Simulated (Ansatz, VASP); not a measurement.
**Two plane-wave programs on Pd**

```xyz
4
Lattice="2.7440 0.0000 0.0000 -1.3720 2.3764 0.0000 0.0000 0.0000 9.0572" Properties=species:S:1:pos:R:3 pbc="T T T"
Pd    1.3720    0.7921    6.7929
Pd    0.0000    0.0000    4.5286
Pd    0.0000    1.5843    2.2643
Pd    0.0000    0.0000    0.0000
```

Alike in both runs: task single point; functional PBE; k mesh 11 × 11 × 3; occupations fermi-dirac, width 0.05 eV; no spin polarisation.

|  | VASP | Ansatz |
| --- | --- | --- |
| version | VASP 6.6.1 | Ansatz 0.2.0 |
| potentials or method | VASP PAW PBE potentials, release 64 (Pd) | Ansatz PAW |
| plane-wave cutoff (eV) | 520 | 420 |
| valence electrons in the cell | 40 | 72 |

Ansatz gave:

| Item | Value |
| --- | --- |
| gap on the k mesh at the Fermi level (eV) | none |
| pressure (GPa) | 7.4 |
| traceless stress, the component that is largest in VASP (GPa) | -0.32 |

Question: What did VASP give for the same quantities?

Answer: gap on the k mesh at the Fermi level (eV): none; pressure (GPa): 7.1; traceless stress, the component that is largest in VASP (GPa): -0.34.

A gap of «none» marks a metal or a gap that the smearing closes. VASP's potentials hold 40 valence electrons a cell and Ansatz's 72, so a difference there can come from the potentials and not from the codes.
